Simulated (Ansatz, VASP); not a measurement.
# RuPt2 in VASP and in Ansatz

```xyz
12
Lattice="1.3882 -2.4045 0.0000 -4.1647 -2.4045 0.0000 0.0000 0.0000 -13.5152" Properties=species:S:1:pos:R:3 pbc="T T T"
Ru   -1.3882   -2.4045  -10.1364
Ru    0.0000    0.0000  -10.1364
Ru   -2.7764   -4.8089   -3.3788
Ru   -1.3882   -2.4045   -3.3788
Pt   -2.7764   -3.2060  -12.3266
Pt   -1.3882   -0.8015  -12.3266
Pt   -1.3882   -4.0074   -5.5690
Pt    0.0000   -1.6030   -5.5690
Pt   -2.7764   -3.2060   -7.9462
Pt   -1.3882   -0.8015   -7.9462
Pt   -1.3882   -4.0074   -1.1886
Pt    0.0000   -1.6030   -1.1886
```

Alike in both runs: task single point; functional PBE; k mesh 8 × 4 × 2; occupations gaussian, width 0.2 eV; no spin polarisation.

```csv
,VASP,Ansatz
version,VASP 6.6.1,Ansatz 0.2.0
potentials or method,"VASP PAW PBE potentials, release 64 (Ru_pv, Pt), cutoff 520 eV","scalar-relativistic, plane waves, PAW"
valence electrons in the cell,136,208
```

|  | VASP | Ansatz | Ansatz less VASP |
| --- | --- | --- | --- |
| gap on the k mesh at the Fermi level (eV) | none | none | - |
| pressure (GPa) | -0.2 | 0.2 | +0.39 |
| traceless stress, the component that is largest in VASP (GPa) | -0.15 | -0.18 | -0.029 |
| rms of the force components (eV/Å) | 0.010 | 0.009 | -0.0007 |

Atom by atom the forces differ by 0.001 eV/Å (rms over components). A gap of «none» marks a metal or a gap that the smearing closes. With one functional, cell and mesh, what is left measures potentials, basis and numerics. VASP's potentials hold 136 valence electrons a cell and Ansatz's 208, so a difference there can come from the potentials and not from the codes.

Spin-orbit coupling is off throughout.
